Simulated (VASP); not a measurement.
A run of VASP 6.6.1 is set up as follows.

INCAR

```
AGGAC    = 1.0          
AGGAX    = 1.0          
ALDAC    = 0.0          
ALDAX    = 1.0          
ALGO     = Normal         # electronic algorithm
EDIFF    = 1E-7           # SCF threshold, eV
ENCUT    = 520            # plane-wave cutoff, eV
GGA      = B5             # functional
ISIF     = 2              # what is computed and relaxed
ISMEAR   = -5             # smearing method
LASPH    = True           # aspherical terms in the spheres
LCHARG   = False          # write CHGCAR
LREAL    = False          # projectors in reciprocal space
LWAVE    = False          # write WAVECAR
NBANDS   = 10             # bands
NELM     = 60             # most SCF steps
PREC     = Accurate       # precision mode
SIGMA    = 0.05           # smearing width, eV
```

KPOINTS

```
k-points
0
Gamma
  13 13 13
```

The input POSCAR:

```
Br
1.0
   -1.4188697441      1.3795305456      3.4200681648
    1.3951490665     -1.4538654579      3.4402074756
    1.4142872403      1.4492819745     -3.4496457878
Br
1
Direct
    0.0000000000      0.0000000000      0.0000000000
```

Potentials or basis: VASP PAW PBE potentials, release 64 (Br).

Launch:

```bash
$ cat potpaw_PBE.64/Br/POTCAR > POTCAR
$ mpirun -np 1 vasp_std > vasp.out
```

Task: Predict the pressure.

Result: 6.4 GPa.

Stress tensor (GPa, compression positive):
```
 6.69 -0.08  0.04
-0.08  8.03  0.09
 0.04  0.09  4.56
```

Caveat: the PAW data sets were made with another functional, which shifts forces and pressure a little; an odd number of electrons without spin polarisation forces a metal; a magnetic or distorted state may lie lower; tetrahedron occupations give inexact forces and stress in metals.
